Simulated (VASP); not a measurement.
Here is a VASP 6.6.1 calculation.

File INCAR:

```
PREC = Accurate
ENCUT = 520
EDIFF = 1E-7
ISMEAR = 0
SIGMA = 0.1
LREAL = False
LASPH = True
NELM = 80
ALGO = Normal
ISIF = 2
LWAVE = False
LCHARG = False
GGA = PE
NBANDS = 19
```

Contents of KPOINTS:

```
regular mesh
0
Gamma
  12 12 8
```

Contents of POSCAR:

```
BaH
1.0
    4.7951734475      0.0000000000      0.0000000000
   -2.3975867238      4.1527420211      0.0000000000
    0.0000000000      0.0000000000      5.6860188783
Ba H
2 2
Direct
    0.3333333333      0.6666666667      0.7500000000
    0.6666666667      0.3333333333      0.2500000000
    0.3333333333      0.6666666667      0.2500000000
    0.6666666667      0.3333333333      0.7500000000
```

Potentials or basis: VASP PAW PBE potentials, release 64 (Ba_sv, H).

Launch:

```console
$ cat potpaw_PBE.64/Ba_sv/POTCAR potpaw_PBE.64/H/POTCAR > POTCAR
$ mpirun -np 1 vasp_std > vasp.out
```

Q: Predict the pressure.

A: 0.3 GPa.

Q: Predict the band gap on the k mesh.

A: Zero (bands 11 and 12 overlap by 1.62 eV).

Stress tensor (GPa, compression positive):
```
0.27 0.00 0.00
0.00 0.27 0.00
0.00 0.00 0.35
```

Caveat: spin-orbit coupling is left out, which moves the levels of the heavy elements.
